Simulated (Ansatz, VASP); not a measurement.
**Two plane-wave programs on Al**

```xyz
4
Lattice="-1.4019 2.7791 4.4660 1.4019 -2.7791 4.4660 1.4019 2.7791 -4.4660" Properties=species:S:1:pos:R:3 pbc="T T T"
Al    0.0000    4.1279    0.0000
Al    0.0000    1.4304    0.0000
Al    1.4019    0.0000    2.0083
Al    0.0000    2.7791    2.4577
```

Alike in both runs: task relaxation of cell and atoms; functional PBE; k mesh 18 × 18 × 18; occupations gaussian, width 0.1 eV; no spin polarisation.

|  | VASP | Ansatz |
| --- | --- | --- |
| version | VASP 6.6.1 | Ansatz 0.2.0 |
| potentials or method | VASP PAW PBE potentials, release 64 (Al), cutoff 600 eV | scalar-relativistic, plane waves, PAW |
| valence electrons in the cell | 12 | 12 |

|  | VASP | Ansatz | Ansatz less VASP |
| --- | --- | --- | --- |
| gap on the k mesh at the Fermi level, each at its own relaxed structure (eV) | none | none | - |
| relaxed volume (Å³/atom) | 17.40 | 17.40 | 0.000 |
| relaxed cell length with the largest relative difference (Å) | 5.444 | 5.444 | 0.0000 |

A gap of «none» marks a metal or a gap that the smearing closes.

Noted on VASP's run: the relaxation stopped at its first step, so nothing moved.
